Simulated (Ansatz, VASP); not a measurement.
# Two plane-wave programs on Ge

INCAR

```
PREC = Accurate
ENCUT = 520
EDIFF = 1E-6
ISMEAR = 1
SIGMA = 0.05
LREAL = F
LASPH = T
NELM = 60
ALGO = Normal
ISIF = 2
LWAVE = F
LCHARG = F
NBANDS = 21
```

The input KPOINTS:

```
regular mesh
0
Gamma
  11 11 6
```

Contents of POSCAR:

```
Ge
1.0
    1.5076318509     -2.6288345735      0.0000000000
    1.5076318509      2.6288345735      0.0000000000
    0.0000000000      0.0000000000      4.7898123975
Ge
2
Direct
    0.6665500000      0.3334500000      0.2500000000
    0.3334500000      0.6665500000      0.7500000000
```

Input for Ansatz:

```yaml
crystal:
  lattice:
    - [1.5076318508546147, -2.6288345734981755, 0.0]
    - [1.5076318508546147, 2.6288345734981755, 0.0]
    - [0.0, 0.0, 4.7898123975002695]
  atoms:
    - { symbol: Ge, position: [0.66655, 0.33345, 0.25] }
    - { symbol: Ge, position: [0.33345, 0.66655, 0.75] }
basis:
  ecutwfc: 470.0
kpoints:
  mp_grid:
    grid: [11, 11, 6]
hamiltonian:
  xc: lda
scf:
  occupations:
    method: methfessel_paxton
    width: 0.05
output:
  stress: true
```

Alike in both runs: task single point; functional LDA; k mesh 11 × 11 × 6; occupations methfessel-paxton of order 1, width 0.05 eV; no spin polarisation.

```csv
,VASP,Ansatz
version,VASP 6.6.1,Ansatz 0.2.0
potentials or method,"VASP PAW LDA potentials, release 64 (Ge_d), cutoff 520 eV","plane waves, PAW"
valence electrons in the cell,28,28
```

|  | VASP | Ansatz | Ansatz less VASP |
| --- | --- | --- | --- |
| pressure (GPa) | -3.9 | -3.8 | +0.13 |
| traceless stress, the component that is largest in VASP (GPa) | 4.23 | 4.31 | +0.086 |

LDA's correlation is that of Perdew and Zunger in VASP and of Perdew and Wang (1992) in Ansatz.
